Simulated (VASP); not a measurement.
**SiC: single point with r2SCAN**

SiC:

```
Si C
1.0
    -3.07520    0.00000    0.00000
    -1.53760   -2.66320    0.00000
    -0.76895   -0.44395   10.09633
Si C
4 4
Direct
  0.18229 0.18229 0.90605
  0.26564 0.26564 0.40605
  0.64065 0.64065 0.15605
  0.55730 0.55730 0.65605
  0.31767 0.31767 0.09395
  0.23432 0.23432 0.59395
  0.60933 0.60933 0.34395
  0.52598 0.52598 0.84395
```

This cell differs from its parent crystal: the part above a cut slid along it.

```json
{
  "Program": "VASP 6.6.1",
  "Task": "single point",
  "Functional": "r2SCAN",
  "Potentials or basis": "VASP PAW PBE potentials, release 64 (Si, C)",
  "Cutoff": "520 eV",
  "k mesh": "8 × 8 × 3",
  "Occupations": "gaussian, width 0.05 eV",
  "Spin": "no spin polarisation"
}
```

```
Pressure               : -0.9 GPa
Largest force          : 2.574 eV/Å
Band gap on the k mesh : 2.18 eV (least direct gap 3.48 eV)
```

Forces in eV/Å, atoms in the order of the input:
```
Si  -1.708 -0.986  0.419
Si   0.018  0.010 -0.140
Si  -0.073 -0.042  0.157
Si  -0.214 -0.124 -0.274
C    2.228  1.286 -0.081
C   -0.018 -0.010  0.108
C    0.170  0.098  0.184
C   -0.404 -0.233 -0.373
```

Stress tensor (GPa, compression positive):
```
-3.31 -1.19 11.45
-1.19 -1.94  6.61
11.45  6.61  2.69
```

Levels at points of the mesh, in eV from the valence-band top:
```
           k point  band 14  band 15  band 16  band 17  band 18  band 19
(0.00, 0.00, 0.00)    -0.68    -0.58     0.00     5.11     5.21     5.99
(0.50, 0.00, 0.00)    -2.78    -2.27    -1.54     2.65     2.90     3.06
(0.50, 0.50, 0.00)    -3.00    -1.75    -1.56     2.20     2.51     3.31
```

It took 6.1 min on 1 thread of AMD EPYC 7R13 (shared host), peak memory 0.26 GiB.

Caveat: the cell differs from its parent crystal (the part above a cut slid along it); the stress differs along the axes, from -3 to 3 GPa; the PAW data sets were made with another functional, which shifts forces and pressure a little. A k mesh can miss the band edges.
